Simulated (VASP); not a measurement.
Write the native input for VASP 6.6.1 that does the following.

```
Task                   : single point
Functional             : PBE
Potentials or basis    : VASP PAW PBE potentials, release 64 (Al, As)
Cutoff                 : 520 eV
k mesh                 : 2 × 2 × 1
Occupations            : fermi-dirac, width 0.05 eV
Spin                   : no spin polarisation
Dipole correction      : no
Further INCAR settings : LREAL = Auto; ALGO = Normal; EDIFF = 1e-07; NBANDS = 46
```

The structure of AlAs lies in POSCAR:

```
AlAs
1.0
    8.0267958574      0.0000000000      0.0000000000
    4.0133979287      6.9514091235      0.0000000000
    0.0000000000      0.0000000000     16.7346200000
Al As
8 8
Direct
    0.0000000000      0.0000000000      0.0597564000
    0.0000000000      0.5000000000      0.0597564000
    0.5000000000      0.0000000000      0.0597564000
    0.5000000000      0.5000000000      0.0597564000
    0.6666666667      0.6666666667      0.2617341883
    0.6666666667      0.1666666667      0.2617341883
    0.1666666667      0.6666666667      0.2617341883
    0.1666666667      0.1666666667      0.2617341883
    0.0000000000      0.0000000000      0.2086353922
    0.0000000000      0.5000000000      0.2086353922
    0.5000000000      0.0000000000      0.2086353922
    0.5000000000      0.5000000000      0.2086353922
    0.6666666667      0.6666666667      0.4075937684
    0.6666666667      0.1666666667      0.4075937684
    0.1666666667      0.6666666667      0.4075937684
    0.1666666667      0.1666666667      0.4075937684
```

One way to write it, as run:

INCAR

```
SYSTEM = AlAs
ALGO = Normal
EDIFF = 1E-7
ENCUT = 520
GGA = PE
ISIF = 2
ISMEAR = -1
LASPH = .True.
LCHARG = .False.
LREAL = Auto
LWAVE = .False.
NBANDS = 46
NELM = 80
PREC = Accurate
SIGMA = 0.05
```

KPOINTS

```
k-points
0
Gamma
  2 2 1
  0 0 0
```

Potentials or basis: VASP PAW PBE potentials, release 64 (Al, As).

Command:

```bash
$ cat potpaw_PBE.64/Al/POTCAR potpaw_PBE.64/As/POTCAR > POTCAR
$ mpirun -np 1 vasp_std > vasp.out
```

It gave:

```
Largest force          : 0.034 eV/Å
Band gap on the k mesh : zero (filled and empty bands touch)
```

Caveat: the k points lie up to 0.45 Å⁻¹ apart; there is no dipole correction, which matters where the two faces differ.

It took 4.9 min on 1 thread of Intel(R) Xeon(R) Platinum 8488C (Sapphire Rapids) (shared host), peak memory 0.81 GiB.
